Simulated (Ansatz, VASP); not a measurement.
# Two plane-wave programs on Sn

The input INCAR:

```
SYSTEM = Sn
  PREC = Accurate
  ENCUT = 520
  EDIFF = 1E-6
  ISMEAR = -1
  SIGMA = 0.1
  LREAL = .False.
  LASPH = .True.
  NELM = 100
  ALGO = Normal
  ISIF = 2
  LWAVE = .False.
  LCHARG = .False.
  GGA = PS
  NBANDS = 13
```

KPOINTS

```
Automatic mesh
0
Gamma
  8 8 8
  0 0 0
```

Contents of POSCAR:

```
Sn
1.0
   -1.8622291850      1.8739006348      1.9905265767
    1.8622291850     -1.8739006348      1.9905265767
    1.8622291850      1.8739006348     -1.9905265767
Sn
1
Direct
    0.0033238040     -0.0009931105     -0.0019548735
```

Input for Ansatz:

```yaml
crystal:
  lattice:
    - [-1.8622291850122, 1.873900634791757, 1.9905265767273055]
    - [1.8622291850121786, -1.8739006347917202, 1.9905265767272615]
    - [1.8622291850121933, 1.873900634791713, -1.990526576727278]
  atoms:
    - { symbol: Sn, position: [0.0033238040347604975, -0.0009931105435183392, -0.0019548734617855813] }
kpoints:
  mp_grid:
    grid: [8, 8, 8]
hamiltonian:
  xc: pbesol
  pseudopotentials:
    kind: paw
scf:
  occupations:
    method: fermi_dirac
output:
  forces: true
  stress: true
```

Alike in both runs: task single point; functional PBEsol; k mesh 8 × 8 × 8; no spin polarisation.

|  | VASP | Ansatz |
| --- | --- | --- |
| version | VASP 6.6.1 | Ansatz 0.2.0 |
| potentials or method | VASP PAW PBE potentials, release 64 (Sn_d) | plane waves, PAW |
| plane-wave cutoff (eV) | 520 | 420 |
| occupations | fermi-dirac, width 0.1 eV | fermi-dirac |
| valence electrons in the cell | 14 | 14 |

Ansatz gave:

| Quantity | Value |
| --- | --- |
| pressure (GPa) | -2.8 |
| traceless stress, the component that is largest in VASP (GPa) | 2.18 |

Problem. Estimate VASP's values.

Solution. Pressure (GPa): -2.9; traceless stress, the component that is largest in VASP (GPa): 2.18.

VASP's potentials were made for PBE, not for PBEsol.
